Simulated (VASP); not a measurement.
Here is a VASP 6.6.1 calculation.

File POSCAR:

```
B
1.0
    1.5938926123      0.0000000000      0.0000000000
    0.0000000000      2.8601025473      0.0000000000
    0.0000000000      0.0000000000      5.8989375938
B
2
Direct
    0.0000000000      0.5000000000      0.5818106080
    0.5000000000      0.0000000000      0.4181893920
```

Contents of INCAR.step1:

```
PREC = Accurate
ENCUT = 520
EDIFF = 1E-5
ISMEAR = -1
SIGMA = 0.05
LREAL = False
LASPH = True
NELM = 80
ALGO = Normal
ISIF = 2
LWAVE = True
LCHARG = False
GGA = PE
NBANDS = 10
```

Contents of INCAR.step2:

```
PREC = Accurate
ENCUT = 520
EDIFF = 1E-7
ISMEAR = -1
SIGMA = 0.05
LREAL = False
LASPH = True
NELM = 80
ALGO = Normal
ISIF = 2
LWAVE = False
LCHARG = False
GGA = PE
LHFCALC = True
AEXX = 0.25
PRECFOCK = Normal
ISTART = 1
NBANDS = 10
```

The input KPOINTS:

```
Automatic mesh
0
Gamma
  8 5 4
```

Potentials or basis: VASP PAW PBE potentials, release 64 (B).

The run is started by

```sh
$ cat potpaw_PBE.64/B/POTCAR > POTCAR
$ cp INCAR.step1 INCAR
$ mpirun -np 1 vasp_std > vasp.out
$ cp INCAR.step2 INCAR
$ mpirun -np 1 vasp_std > vasp.out
```

(1) What does it give for the band gap on the k mesh?

(2) What does it give for the largest force?

(3) Predict the pressure.

## Answers

(1) zero (band 3 reaches 8.96 eV, above the bottom of band 4 at -2.76 eV).

(2) 0.006 eV/Å.

(3) -0.1 GPa.

Caveat: the k points lie up to 0.49 Å⁻¹ apart; the PAW data sets were made with another functional, which shifts forces and pressure a little; this functional lacks dispersion, which binds the layers, so the pressure and a relaxed spacing across them are unreliable.
